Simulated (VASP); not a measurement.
# GaN (P6_3mc) in VASP: a series of runs

GaN is run at these levels: LDA; tasks: single point, relaxation of cell and atoms.

All numbers are computed with VASP 6.6.1; they aren't measurements. Logs are shortened: lines on timing, memory, paths and dates and some standing lists are left out, and cuts for length are marked.

**1. The cell of the first run**

It takes space group P6_3mc (No. 186, hexagonal). The conventional cell has a = 3.152 Å, b = 3.152 Å, c = 5.138 Å, α = 90.00°, β = 90.00°, γ = 120.00°. Ga (site symmetry 3m) has 4 N at 1.93 Å within 2.6 Å. Within 2.6 Å of N (site symmetry 3m) lie 4 Ga at 1.93 Å.

**2. Single point, LDA**

Input file INCAR:

```
SYSTEM = GaN
ALGO = Normal
EDIFF = 1E-7
ENCUT = 520
ISIF = 2
ISMEAR = 0
LASPH = .True.
LCHARG = .True.
LELF = .True.
LREAL = .False.
LVHAR = .True.
LWAVE = .False.
NBANDS = 26
NELM = 60
PREC = Accurate
SIGMA = 0.02
```

Input file KPOINTS:

```
k-points
0
Gamma
  12 12 6
  0 0 0
```

Input file POSCAR:

```
GaN
1.0
    3.1517989637      0.0000000000      0.0000000000
   -1.5758994818      2.7295379702      0.0000000000
    0.0000000000      0.0000000000      5.1384823971
Ga N
2 2
Direct
    0.6666666667      0.3333333333      0.4992976322
    0.3333333333      0.6666666667      0.9992976322
    0.6666666667      0.3333333333      0.8757023678
    0.3333333333      0.6666666667      0.3757023678
```

Potentials or basis: VASP PAW LDA potentials, release 64 (Ga_d, N).

The run is started by

```
> cat potpaw_LDA.64/Ga_d/POTCAR potpaw_LDA.64/N/POTCAR > POTCAR
> mpirun -np 1 vasp_std > vasp.out
```

OUTCAR:

```text
SYSTEM = GaN
   EDIFF = 1E-7
   ENCUT = 520
   ISIF = 2
   ISMEAR = 0
   LASPH = .True.
   LREAL = .False.
   NELM = 60
   PREC = Accurate

 ion  position               nearest neighbor table
   1  0.667  0.333  0.499-   4 1.93   4 1.93   4 1.93   3 1.93
   2  0.333  0.667  0.999-   3 1.93   3 1.93   3 1.93   4 1.93
   3  0.667  0.333  0.876-   2 1.93   2 1.93   2 1.93   1 1.93
   4  0.333  0.667  0.376-   1 1.93   1 1.93   1 1.93   2 1.93

  LATTYP: Found a hexagonal cell.
 ALAT       =     3.1517989637
 C/A-ratio  =     1.6303331704

  Lattice vectors:

 A1 = (   3.1517989637,   0.0000000000,   0.0000000000)
 A2 = (  -1.5758994818,   2.7295379702,   0.0000000000)
 A3 = (   0.0000000000,   0.0000000000,   5.1384823971)

Analysis of symmetry for initial positions (statically):
=====================================================================
 Subroutine PRICEL returns:
 Original cell was already a primitive cell.

 Routine SETGRP: Setting up the symmetry group for a
 hexagonal supercell.

 Subroutine GETGRP returns: Found 12 space group operations
 (whereof  6 operations were pure point group operations)
 out of a pool of 24 trial point group operations.

The static configuration has the point symmetry C_3v.
 The point group associated with its full space group is C_6v.

Analysis of symmetry for dynamics (positions and initial velocities):
=====================================================================
 Subroutine PRICEL returns:
 Original cell was already a primitive cell.

 Routine SETGRP: Setting up the symmetry group for a
 hexagonal supercell.

 Subroutine GETGRP returns: Found 12 space group operations
 (whereof  6 operations were pure point group operations)
 out of a pool of 24 trial point group operations.

The dynamic configuration has the point symmetry C_3v.
 The point group associated with its full space group is C_6v.

 Subroutine INISYM returns: Found 12 space group operations
 (whereof  6 operations are pure point group operations),
 and found     1 'primitive' translations

----------------------------------------------------------------------------------------

                                     Primitive cell

  volume of cell :      44.2061

  direct lattice vectors                    reciprocal lattice vectors
     3.151798964  0.000000000  0.000000000     0.317279119  0.183181185  0.000000000
[... 84 lines left out ...]
   ISPIN  =      1    spin polarized calculation?
   LNONCOLLINEAR =      F non collinear calculations
   LSORBIT =      F    spin-orbit coupling
   LASPH  =      T    aspherical Exc in radial PAW
   ENCUT  =  520.0 eV  38.22 Ry    6.18 a.u.   5.86  5.86  9.55*2*pi/ulx,y,z
   NELM   =     60;   NELMIN=  2; NELMDL= -5     # of ELM steps
   EDIFF  = 0.1E-06   stopping-criterion for ELM
   LREAL  =      F    real-space projection
   EDIFFG = 0.1E-05   stopping-criterion for IOM
   NSW    =      0    number of steps for IOM
   IBRION =     -1    ionic relax: 0-MD 1-quasi-New 2-CG
   NFREE  =      0    steps in history (QN), initial steepest desc. (CG)
   ISIF   =      2    stress and relaxation
   ISYM   =      2    0-nonsym 1-usesym 2-fastsym
   POTIM  = 0.5000    time-step for ionic-motion
   TEBEG  =    0.0;   TEEND  =   0.0 temperature during run
   PSTRESS=    0.0 pullay stress
   NELECT =      36.0000    total number of electrons
   NUPDOWN=      -1.0000    fix difference up-down
   EMIN   =  10.00;   EMAX   =-10.00  energy-range for DOS
   EFERMI =   0.00;   METHOD = LEGACY
   ISMEAR =     0;   SIGMA  =   0.02  broadening in eV -4-tet -1-fermi 0-gaus
   EFERMI_NEDOS =   21; number of points for ismear=-14 and -15
   IALGO  =     38    algorithm
   IMIX   =      4    mixing-type and parameters
     AMIX     =   0.40;   BMIX     =  1.00
     AMIX_MAG =   1.60;   BMIX_MAG =  1.00
  volume/ion in A,a.u.               =      11.05        74.58
  Fermi-wavevector in a.u.,A,eV,Ry     =   1.528791  2.888996 31.799569  2.337202
  Thomas-Fermi vector in A             =   2.636501
   LORBIT       =      0    0 simple, 1 ext, 2 COOP (PROOUT), +10 PAW based schemes
   GGA     = CA    functional components
   LHFCALC =     F    Hartree Fock is set to
   AEXX    =    0.0000 exact exchange contribution
   IVDW    =     0    specifies the selected vdW correction
   LEPSILON=     F    determine dielectric tensor
   LRPA    =     F    only Hartree local field effects (RPA)
 non-spin polarized calculation
 Gauss-broadening in eV      SIGMA  =   0.02
  energy-cutoff  :      520.00
  volume of cell :       44.21
 maximum number of plane-waves:      1204
 NGX is ok and might be reduce to    24
   NGX = 11   NGY = 11   NGZ = 19

 number of electron      36.0000031 magnetization

 Free energy of the ion-electron system (eV)
  ---------------------------------------------------
  ext. energy  EPLUGINS =         0.00000000
  ---------------------------------------------------
  free energy    TOTEN  =       -27.90986863 eV

  energy without entropy =      -27.90986863  energy(sigma->0) =      -27.90986863

 E-fermi :   5.5208     XC(G=0): -12.2986

 val. band max:        5.4408196976   @ k =   0.0000   0.0000   0.0000
 cond. band min:       7.5860160602   @ k =   0.0000   0.0000   0.0000
 fundamental gap:      2.1451963626
 Fermi energy:         5.5208360498

 k-point     1 :       0.0000    0.0000    0.0000
  band No.  band energies     occupation
      1     -10.7019      2.00000
      2      -9.7205      2.00000
      3      -8.1465      2.00000
      4      -8.1291      2.00000
      5      -8.1291      2.00000
      6      -8.0621      2.00000
[... 685 lines left out ...]
     25      16.8043      0.00000
     26      18.6840      0.00000

 [... further k-points ...]
[... 5 lines left out ...]
  --------------------------------------------------------------------------------------
  -------------------------------------------------------------------------------------
  Total        0.3095493      0.3095493      0.3045531      0.0000000      0.0000000      0.0000000
  in kB       11.2190969     11.2190969     11.0380186      0.0000000      0.0000000      0.0000000
  external PRESSURE =      11.1587375 kB  Pullay stress =       0.0000000 kB

 VOLUME and BASIS-vectors are now :
 -----------------------------------------------------------------------------
  energy-cutoff  :      520.00
  volume of cell :       44.21
      direct lattice vectors                 reciprocal lattice vectors
     3.151798964  0.000000000  0.000000000     0.317279119  0.183181185  0.000000000
    -1.575899482  2.729537970  0.000000000     0.000000000  0.366362370  0.000000000
     0.000000000  0.000000000  5.138482397     0.000000000  0.000000000  0.194609988

 POSITION                                       TOTAL-FORCE (eV/Angst)
 -----------------------------------------------------------------------------------
      1.57590      0.90985      2.56563         0.000000     -0.000000      0.001609
     -0.00000      1.81969      5.13487        -0.000000      0.000000      0.001609
      1.57590      0.90985      4.49978         0.000000      0.000000     -0.001609
     -0.00000      1.81969      1.93054         0.000000     -0.000000     -0.001609
 -----------------------------------------------------------------------------------
    total drift:                               -0.000001     -0.000001      0.000792

  FREE ENERGIE OF THE ION-ELECTRON SYSTEM (eV)
  ---------------------------------------------------
  free  energy   TOTEN  =       -27.9098686333 eV

  energy  without entropy=      -27.9098686333  energy(sigma->0) =      -27.90986863
```

Run time: 35 s. Hardware: 1 thread of Intel Xeon 6975P-C (Granite Rapids), shared host; peak memory 0.19 GiB.

What came out:

- Free energy: -27.9099 eV
- Pressure: 1.1 GPa
- Band gap on the k mesh: 2.15 eV, direct

Expect the measured gap to be larger: semilocal functionals such as LDA lack the derivative discontinuity.

**3. Relaxation of cell and atoms, LDA**

This run uses another cell than the first one, of 11.43 Å³/atom, 1.034 times its volume.

Input file INCAR:

```
SYSTEM = GaN
PREC     = Accurate       ! precision mode
ENCUT    = 600            ! plane-wave cutoff, eV
EDIFF    = 1E-6           ! SCF threshold, eV
ISMEAR   = 0              ! smearing method
SIGMA    = 0.02           ! smearing width, eV
LREAL    = .FALSE.        ! projectors in reciprocal space
LASPH    = .TRUE.         ! aspherical terms in the spheres
NELM     = 80             ! most SCF steps
ALGO     = Normal         ! electronic algorithm
ISIF     = 3              ! what is computed and relaxed
LWAVE    = .FALSE.        ! write WAVECAR
LCHARG   = .FALSE.        ! write CHGCAR
GGA      = CA             ! functional
IBRION   = 2              ! ionic algorithm
NSW      = 100            ! ionic steps
EDIFFG   = -0.005         ! ionic threshold
```

Input file KPOINTS:

```
regular mesh
0
G
  12 12 6
  0 0 0
```

Input file POSCAR:

```
GaN
1.0
    3.1889304000      0.0000000000      0.0000000000
   -1.5944652000      2.7616947400      0.0000000000
    0.0000000000      0.0000000000      5.1923572500
Ga N
2 2
Direct
    0.6666666700      0.3333333300      0.4990837100
    0.3333333300      0.6666666700      0.9990837100
    0.6666666700      0.3333333300      0.8759162900
    0.3333333300      0.6666666700      0.3759162900
```

Potentials or basis: VASP PAW LDA potentials, release 64 (Ga_d, N).

The run is started by

```
> cat potpaw_LDA.64/Ga_d/POTCAR potpaw_LDA.64/N/POTCAR > POTCAR
> mpirun -np 1 vasp_std > vasp.out
```

Wall time 2.7 min (1 thread of Intel Xeon 6975P-C (Granite Rapids), shared host); peak memory 0.22 GiB.

The run converged. Its results:

```
Free energy                            : -27.9130 eV
Relaxed volume                         : 11.11 Å³/atom
Relaxed cell                           : a = 3.158 Å, b = 3.158 Å, c = 5.147 Å, α = 90.00°, β = 90.00°, γ = 120.00°
Space group after relaxing (to 0.05 Å) : P6_3mc (No. 186)
Energy gained by relaxing              : 5.8 meV/atom
Ionic steps                            : 8
Pressure after relaxing                : 0.0 GPa
Band gap on the k mesh                 : 2.11 eV, direct
```

Forces on the atoms (eV/Å):
```
Ga   0.000  0.000  0.003
Ga   0.000  0.000  0.003
N    0.000  0.000 -0.003
N    0.000  0.000 -0.003
```

Step by step:
```
step  energy change (eV)  largest force (eV/Å)  pressure (GPa)  volume (Å³)
   1              0.0000                0.0078           -5.49        45.73
   2             -0.0001                0.0223            6.01        43.18
   3             -0.0230                0.0142            0.06        44.43
   4             -0.0230                0.0142           -0.53        44.46
   5             -0.0230                0.0021           -0.06        44.44
   6             -0.0230                0.0014            0.03        44.43
   7             -0.0230                0.0066           -0.20        44.44
   8             -0.0230                0.0027            0.00        44.44
```

Final structure:
```
Ga N
1.0
     3.15752    0.00000    0.00000
    -1.57876    2.73449    0.00000
     0.00000    0.00000    5.14656
Ga N
2 2
Direct
  0.66667 0.33333 0.49926
  0.33333 0.66667 0.99926
  0.66667 0.33333 0.87574
  0.33333 0.66667 0.37574
```

Levels at points of the mesh, in eV from the valence-band top:
```
           k point  band 16  band 17  band 18  band 19  band 20  band 21
(0.00, 0.00, 0.00)    -0.05     0.00     0.00     2.11     4.35     9.19
(0.50, 0.00, 0.00)    -2.87    -2.33    -1.04     4.99     5.64     5.98
(0.00, 0.00, 0.50)    -0.55    -0.55    -0.55     4.37     4.37     8.44
(0.50, 0.00, 0.50)    -2.03    -1.98    -1.98     4.37     4.37     7.78
```
